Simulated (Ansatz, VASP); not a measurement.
## AgI in VASP and in Ansatz

```
Ag I
1.0
     3.03804    3.03804    0.00000
    -3.03804    3.03804    0.00000
     0.00000    3.03804    3.03804
Ag I
1 1
Direct
  0.00000 0.00000 0.00000
  0.75000 0.25000 0.50000
```

Alike in both runs: task single point; functional PBEsol; k mesh 6 × 6 × 6; non-collinear spin, spin-orbit coupling.

|  | VASP | Ansatz |
| --- | --- | --- |
| version | VASP 6.6.1 | Ansatz 0.2.0 |
| potentials or method | VASP PAW PBE potentials, release 64 (Ag, I), cutoff 500 eV | all-electron LAPW |
| occupations | gaussian, width 0.01 eV | fixed |

Ansatz gave:

```
pressure (GPa)           : 10.0
net moment per atom (μB) : 0.00
```

Question: Which values does VASP return?

Answer: Pressure (GPa): 9.9; net moment per atom (μB): 0.00.

VASP's potentials were made for PBE, not for PBEsol. Ansatz ran all-electron here, and VASP with PAW potentials.
